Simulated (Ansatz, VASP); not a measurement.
**P in VASP and in Ansatz**

The input POSCAR:

```
P
1.0
    3.4665236214      0.0000000000      0.0000000000
    0.0000000000     36.7974240259      0.0000000000
    0.0000000000      0.0000000000      4.1564488800
P
4
Direct
    0.0000000000      0.9702614300      0.5921507200
    0.0000000000      0.0297385700      0.4078492800
    0.5000000000      0.0297385700      0.0921507200
    0.5000000000      0.9702614300      0.9078492800
```

INCAR.step1

```
PREC = Accurate
ENCUT = 520
ISMEAR = 0
SIGMA = 0.05
LREAL = False
LASPH = True
NELM = 80
NBANDS = 18
GGA = PE
ALGO = Normal
EDIFF = 1E-4
LWAVE = True
LCHARG = False
```

INCAR.step2

```
PREC = Accurate
ENCUT = 520
EDIFF = 1E-6
ISMEAR = 0
SIGMA = 0.05
LREAL = False
LASPH = True
NELM = 80
ALGO = Normal
ISIF = 2
LWAVE = False
LCHARG = True
METAGGA = R2SCAN
LMIXTAU = True
LELF = True
LVHAR = True
NBANDS = 18
ISTART = 1
```

File KPOINTS:

```
regular mesh
0
Gamma
  10 1 8
```

Input for Ansatz:

```yaml
crystal:
  lattice:
    - [3.4665236214, 0.0, 0.0]
    - [0.0, 36.7974240259, 0.0]
    - [0.0, 0.0, 4.15644888]
  atoms:
    - { symbol: P, position: [0.0, 0.97026143, 0.59215072] }
    - { symbol: P, position: [0.0, 0.02973857, 0.40784928] }
    - { symbol: P, position: [0.5, 0.02973857, 0.09215072] }
    - { symbol: P, position: [0.5, 0.97026143, 0.90784928] }
basis:
  ecutwfc: 500
kpoints:
  mp_grid: { grid: [10, 1, 8] }
hamiltonian:
  xc: r2scan
scf:
  occupations: { method: gaussian, width: 0.05 }
output:
  forces: true
  stress: true
  eigenvalues: true
```

Alike in both runs: task single point; functional r2SCAN; k mesh 10 × 1 × 8; occupations gaussian, width 0.05 eV; no spin polarisation.

|  | VASP | Ansatz |
| --- | --- | --- |
| version | VASP 6.6.1 | Ansatz 0.2.0 |
| potentials or method | VASP PAW PBE potentials, release 64 (P), cutoff 520 eV | scalar-relativistic, plane waves, PAW |
| valence electrons in the cell | 20 | 20 |

Ansatz gave:

* gap on the k mesh at the Fermi level (eV): 0.26
* least direct gap on the mesh (eV): 0.37
* rms of the force components (eV/Å): 0.861

Estimate VASP's values.

gap on the k mesh at the Fermi level (eV): 0.28; least direct gap on the mesh (eV): 0.37; rms of the force components (eV/Å): 0.831.

VASP's potentials were made for PBE, not for r2SCAN. Atom by atom the forces differ by 0.052 eV/Å (rms over components).
